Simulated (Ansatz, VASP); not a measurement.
## Sb in VASP and in Ansatz

```
CELL_PARAMETERS angstrom
-4.08304 4.08304 2.05214
4.08304 -4.08304 2.05214
4.08304 4.08304 -2.05214
ATOMIC_POSITIONS crystal
Sb 0.65126 0.15126 0.80253
Sb 0.15126 0.34874 0.50000
Sb 0.34874 0.84874 0.19747
Sb 0.84874 0.65126 0.50000
```

Change from the starting cell: volume scaled by 1.04.

Alike in both runs: task single point; functional LDA; k mesh 7 × 7 × 7; occupations fermi-dirac, width 0.05 eV; no spin polarisation.

|  | VASP | Ansatz |
| --- | --- | --- |
| version | VASP 6.6.1 | Ansatz 0.2.0 |
| potentials or method | VASP PAW LDA potentials, release 64 (Sb), cutoff 520 eV | all-electron LAPW, scalar-relativistic |

```tsv
	VASP	Ansatz	Ansatz less VASP
gap on the k mesh at the Fermi level (eV)	none	none	-
pressure (GPa)	-3.4	-3.4	-0.06
traceless stress, the component that is largest in VASP (GPa)	-0.51	-0.55	-0.033
rms of the force components (eV/Å)	0.058	0.056	-0.0017
```

LDA's correlation is that of Perdew and Zunger in VASP and of Perdew and Wang (1992) in Ansatz. Atom by atom the forces differ by 0.002 eV/Å (rms over components). A gap of «none» marks a metal or a gap that the smearing closes. Ansatz ran all-electron here, and VASP with PAW potentials.

Neither program's run includes spin-orbit coupling.
